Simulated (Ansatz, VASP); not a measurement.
# One calculation of SiC, two programs

The input INCAR:

```
SYSTEM = SiC
ALGO     = Normal         ! electronic algorithm
EDIFF    = 1E-6           ! SCF threshold, eV
ENCUT    = 520            ! plane-wave cutoff, eV
GGA      = PE             ! functional
ISIF     = 2              ! what is computed and relaxed
ISMEAR   = 0              ! smearing method
LASPH    = .TRUE.         ! aspherical terms in the spheres
LCHARG   = .TRUE.         ! write CHGCAR
LELF     = .TRUE.         ! ELF
LREAL    = Auto         
LVHAR    = .TRUE.       
LWAVE    = .FALSE.        ! write WAVECAR
NBANDS   = 86             ! bands
NELM     = 80             ! most SCF steps
PREC     = Accurate       ! precision mode
SIGMA    = 0.01           ! smearing width, eV
```

KPOINTS

```
k-points
0
G
  4 4 2
  0 0 0
```

File POSCAR:

```
SiC
1.0
    3.0941201761     -5.3591733614      0.0000000000
   -6.1882403623      0.0000000058      0.0000000000
    0.0000000000      0.0000000000    -10.1293391959
Si C
16 16
Direct
    0.3333333333      0.1666666667      0.0621558122
    0.8333333333      0.1666666667      0.0621558122
    0.3333333333      0.6666666667      0.0621558122
    0.8333333333      0.6666666667      0.0621558122
    0.1666666667      0.3333333333      0.5621558122
    0.6666666667      0.3333333333      0.5621558122
    0.1666666667      0.8333333333      0.5621558122
    0.6666666667      0.8333333333      0.5621558122
    0.5000000000      0.0000000000      0.3121004435
    1.0000000000      0.0000000000      0.3121004435
    0.5000000000      0.5000000000      0.3121004435
    1.0000000000      0.5000000000      0.3121004435
    0.0000000000      0.5000000000      0.8121004435
    0.5000000000      0.5000000000      0.8121004435
    0.0000000000      1.0000000000      0.8121004435
    0.5000000000      1.0000000000      0.8121004435
    0.3333333333      0.1666666667      0.2501925542
    0.8333333333      0.1666666667      0.2501925542
    0.3333333333      0.6666666667      0.2501925542
    0.8333333333      0.6666666667      0.2501925542
    0.1666666667      0.3333333333      0.7501925542
    0.6666666667      0.3333333333      0.7501925542
    0.1666666667      0.8333333333      0.7501925542
    0.6666666667      0.8333333333      0.7501925542
    0.0000000000      0.0000000000      0.4995521901
    0.5000000000      0.0000000000      0.4995521901
    0.0000000000      0.5000000000      0.4995521901
    0.5000000000      0.5000000000      0.4995521901
    0.5000000000      0.5000000000      0.9995521901
    1.0000000000      0.5000000000      0.9995521901
    0.5000000000      1.0000000000      0.9995521901
    1.0000000000      1.0000000000      0.9995521901
```

Input for Ansatz:

```yaml
crystal:
  lattice:
    - [3.0941201761, -5.3591733614, 0.0]
    - [-6.1882403623, 5.8e-09, 0.0]
    - [0.0, 0.0, -10.1293391959]
  atoms:
    - { symbol: Si, position: [0.3333333333, 0.1666666667, 0.0621558122] }
    - { symbol: Si, position: [0.8333333333, 0.1666666667, 0.0621558122] }
    - { symbol: Si, position: [0.3333333333, 0.6666666667, 0.0621558122] }
    - { symbol: Si, position: [0.8333333333, 0.6666666667, 0.0621558122] }
    - { symbol: Si, position: [0.1666666667, 0.3333333333, 0.5621558122] }
    - { symbol: Si, position: [0.6666666667, 0.3333333333, 0.5621558122] }
    - { symbol: Si, position: [0.1666666667, 0.8333333333, 0.5621558122] }
    - { symbol: Si, position: [0.6666666667, 0.8333333333, 0.5621558122] }
    - { symbol: Si, position: [0.5, 0.0, 0.3121004435] }
    - { symbol: Si, position: [1.0, 0.0, 0.3121004435] }
    - { symbol: Si, position: [0.5, 0.5, 0.3121004435] }
    - { symbol: Si, position: [1.0, 0.5, 0.3121004435] }
    - { symbol: Si, position: [0.0, 0.5, 0.8121004435] }
    - { symbol: Si, position: [0.5, 0.5, 0.8121004435] }
    - { symbol: Si, position: [0.0, 1.0, 0.8121004435] }
    - { symbol: Si, position: [0.5, 1.0, 0.8121004435] }
    - { symbol: C, position: [0.3333333333, 0.1666666667, 0.2501925542] }
    - { symbol: C, position: [0.8333333333, 0.1666666667, 0.2501925542] }
    - { symbol: C, position: [0.3333333333, 0.6666666667, 0.2501925542] }
    - { symbol: C, position: [0.8333333333, 0.6666666667, 0.2501925542] }
    - { symbol: C, position: [0.1666666667, 0.3333333333, 0.7501925542] }
    - { symbol: C, position: [0.6666666667, 0.3333333333, 0.7501925542] }
    - { symbol: C, position: [0.1666666667, 0.8333333333, 0.7501925542] }
    - { symbol: C, position: [0.6666666667, 0.8333333333, 0.7501925542] }
    - { symbol: C, position: [0.0, 0.0, 0.4995521901] }
    - { symbol: C, position: [0.5, 0.0, 0.4995521901] }
    - { symbol: C, position: [0.0, 0.5, 0.4995521901] }
    - { symbol: C, position: [0.5, 0.5, 0.4995521901] }
    - { symbol: C, position: [0.5, 0.5, 0.9995521901] }
    - { symbol: C, position: [1.0, 0.5, 0.9995521901] }
    - { symbol: C, position: [0.5, 1.0, 0.9995521901] }
    - { symbol: C, position: [1.0, 1.0, 0.9995521901] }
basis:
  ecutwfc: 420
  xc_grid: 2
kpoints:
  mp_grid: { grid: [4, 4, 2], shift: [0.0, 0.0, 0.0] }
hamiltonian:
  xc: pbe
scf:
  occupations: { method: gaussian, width: 0.01 }
output:
  forces: true
  stress: true
  eigenvalues: true
  write_density: true
  write_potential: true
  elf: true
  volumetric_format: npy
```

Alike in both runs: task single point; functional PBE; k mesh 4 × 4 × 2; occupations gaussian, width 0.01 eV; no spin polarisation.

|  | VASP | Ansatz |
| --- | --- | --- |
| version | VASP 6.6.1 | Ansatz 0.2.0 |
| potentials or method | VASP PAW PBE potentials, release 64 (Si, C), cutoff 520 eV | scalar-relativistic, plane waves, PAW |
| valence electrons in the cell | 128 | 128 |

|  | VASP | Ansatz | Ansatz less VASP |
| --- | --- | --- | --- |
| gap on the k mesh at the Fermi level (eV) | 2.22 | 2.22 | +0.001 |
| least direct gap on the mesh (eV) | 2.22 | 2.22 | +0.001 |
| pressure (GPa) | 0.0 | 0.0 | +0.05 |
